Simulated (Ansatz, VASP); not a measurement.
**Se in VASP and in Ansatz**

```xyz
3
Lattice="4.2358 0.0000 0.0000 -2.1179 3.6683 0.0000 0.0000 0.0000 4.8138" Properties=species:S:1:pos:R:3 pbc="T T T"
Se    0.9192    0.0000    0.8023
Se   -0.4596    0.7960    4.0115
Se    1.6583    2.8723    2.4069
```

Alike in both runs: task single point; functional PBE; k mesh 5 × 5 × 4; no spin polarisation.

|  | VASP | Ansatz |
| --- | --- | --- |
| version | VASP 6.6.1 | Ansatz 0.2.0 |
| potentials or method | VASP PAW PBE potentials, release 64 (Se), cutoff 500 eV | plane waves, PAW |
| occupations | gaussian, width 0.01 eV | fixed |
| valence electrons in the cell | 18 | 48 |

|  | VASP | Ansatz | Ansatz less VASP |
| --- | --- | --- | --- |
| pressure (GPa) | 12.7 | 12.4 | -0.28 |
| traceless stress, the component that is largest in VASP (GPa) | 4.84 | 4.71 | -0.130 |

VASP's potentials hold 18 valence electrons a cell and Ansatz's 48, so a difference there can come from the potentials and not from the codes.
